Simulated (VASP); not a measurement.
The system is Al5N.

```xyz
6
Lattice="4.7648 0.0000 0.0000 -2.3824 4.1265 0.0000 0.0000 0.0000 4.4877" Properties=species:S:1:pos:R:3 pbc="T T T"
Al    1.5108    0.0000    0.0000
Al   -0.7554    1.3084    0.0000
Al    1.6270    2.8180    0.0000
Al    0.0000    2.7510    2.2439
Al    2.3824    1.3755    2.2439
N     0.0000    0.0000    2.2439
```

The cell was built from a structure type or drawn by symmetry, and may not be a known phase.

| Quantity | Value |
| --- | --- |
| Program | VASP 6.6.1 |
| Task | relaxation of cell and atoms |
| Functional | PBE |
| Potentials or basis | VASP PAW PBE potentials, release 64 (Al, N) |
| Cutoff | 600 eV |
| k mesh | 12 × 12 × 8 |
| Occupations | gaussian, width 0.1 eV |
| Spin | no spin polarisation |

At the start: pressure -0.3 GPa; volume 14.71 Å³/atom.

Where does the relaxation end?

Over 11 steps the energy falls by 4.4 meV/atom; space group P-62m (No. 189, to 0.1 Å) before and after.

The path:
```csv
step,energy change (eV),largest force (eV/Å),pressure (GPa),volume (Å³)
1,0.0000,0.2730,-0.26,88.24
2,-0.0156,0.0250,-0.05,87.92
3,-0.0175,0.0883,0.10,87.77
4,-0.0200,0.0824,0.02,87.87
5,-0.0247,0.0680,-0.14,88.15
6,-0.0236,0.0526,-0.17,88.66
7,-0.0259,0.0562,-0.20,88.38
8,-0.0258,0.0445,0.32,87.89
9,-0.0263,0.0072,0.05,88.14
10,-0.0264,0.0102,-0.08,88.26
11,-0.0264,0.0020,-0.02,88.20
```

Final structure:
```
Al N
1.0
     4.85164    0.00000    0.00000
    -2.42582    4.20164    0.00000
     0.00000    0.00000    4.32688
Al N
5 1
Direct
  0.31568 0.00000 0.00000
  0.00000 0.31568 0.00000
  0.68432 0.68432 0.00000
  0.33333 0.66667 0.50000
  0.66667 0.33333 0.50000
  0.00000 0.00000 0.50000
```

Caveat: the highest band is partly filled, so the run has too few bands.
